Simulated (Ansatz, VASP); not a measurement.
# Sn in VASP and in Ansatz

```
Sn
1.0
    -1.58842    1.63350    2.43188
     1.58842   -1.63350    2.43188
     1.58842    1.63350   -2.43188
Sn
1
Direct
  0.00000 0.00000 0.00000
```

Change from the starting cell: strain -0.080 along x and y, +0.040 along z, atoms carried along.

Alike in both runs: task single point; functional PBEsol; dispersion D3(BJ); k mesh 20 × 20 × 20; occupations gaussian, width 0.15 eV; no spin polarisation.

|  | VASP | Ansatz |
| --- | --- | --- |
| version | VASP 6.6.1 | Ansatz 0.2.0 |
| potentials or method | VASP PAW PBE potentials, release 64 (Sn_d), cutoff 520 eV | scalar-relativistic, plane waves, PAW |
| valence electrons in the cell | 14 | 14 |

|  | VASP | Ansatz | Ansatz less VASP |
| --- | --- | --- | --- |
| gap on the k mesh at the Fermi level (eV) | none | none | - |
| pressure (GPa) | 0.2 | 0.2 | +0.03 |
| traceless stress, the component that is largest in VASP (GPa) | 0.94 | 0.93 | -0.004 |

VASP's potentials were made for PBE, not for PBEsol. A gap of «none» marks a metal or a gap that the smearing closes.
